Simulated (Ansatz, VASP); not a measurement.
Cd2TeO3: VASP beside Ansatz

```
CELL_PARAMETERS angstrom
5.66954 0.00000 0.00000
-2.83477 4.90996 0.00000
0.00000 0.00000 3.26307
ATOMIC_POSITIONS crystal
Cd 0.33333 0.66667 0.50000
Cd 0.66667 0.33333 0.50000
Te 0.00000 0.00000 0.00000
O 0.50000 0.00000 0.00000
O 0.00000 0.50000 0.00000
O 0.50000 0.50000 0.00000
```

Alike in both runs: functional PBE; k mesh 6 × 6 × 4; occupations gaussian, width 0.1 eV; no spin polarisation.

Ansatz relaxed the structure, and its values are those at the end. VASP's run is a single point on that final structure, the one shown.

```csv
,VASP,Ansatz
version,VASP 6.6.1,Ansatz 0.2.0
potentials or method,"VASP PAW PBE potentials, release 64 (Cd, Te, O), cutoff 520 eV","scalar-relativistic, plane waves, PAW"
valence electrons in the cell,48,74
```

```csv
,VASP,Ansatz,Ansatz less VASP
gap on the k mesh at the Fermi level (eV),none,none,-
pressure (GPa),1.0,0.1,-0.93
```

A gap of «none» marks a metal or a gap that the smearing closes. VASP's potentials hold 48 valence electrons a cell and Ansatz's 74, so a difference there can come from the potentials and not from the codes.

The k mesh is coarse, so the values compare programs but aren't converged. Spin-orbit coupling is off throughout.
